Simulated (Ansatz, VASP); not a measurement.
# HfO3: VASP beside Ansatz

```xyz
4
Lattice="0.0000 2.6529 2.6529 2.6529 0.0000 2.6529 2.6529 2.6529 0.0000" Properties=species:S:1:pos:R:3 pbc="T T T"
Hf    2.6529    2.6529    2.6529
O     0.0000    0.0000    0.0000
O     1.3265    1.3265    1.3265
O     3.9794    3.9794    3.9794
```

Alike in both runs: task relaxation of cell and atoms; functional PBE; k mesh 16 × 16 × 16; occupations gaussian, width 0.1 eV; no spin polarisation.

|  | VASP | Ansatz |
| --- | --- | --- |
| version | VASP 6.6.1 | Ansatz 0.2.0 |
| potentials or method | VASP PAW PBE potentials, release 64 (Hf_pv, O), cutoff 600 eV | scalar-relativistic, plane waves, PAW |
| valence electrons in the cell | 28 | 44 |

|  | VASP | Ansatz | Ansatz less VASP |
| --- | --- | --- | --- |
| gap on the k mesh at the Fermi level, each at its own relaxed structure (eV) | none | none | - |
| relaxed volume (Å³/atom) | 9.21 | 9.34 | +0.125 |
| relaxed cell length with the largest relative difference (Å) | 3.736 | 3.752 | +0.0168 |

A gap of «none» marks a metal or a gap that the smearing closes. VASP's potentials hold 28 valence electrons a cell and Ansatz's 44, so a difference there can come from the potentials and not from the codes.

Spin-orbit coupling is off throughout.
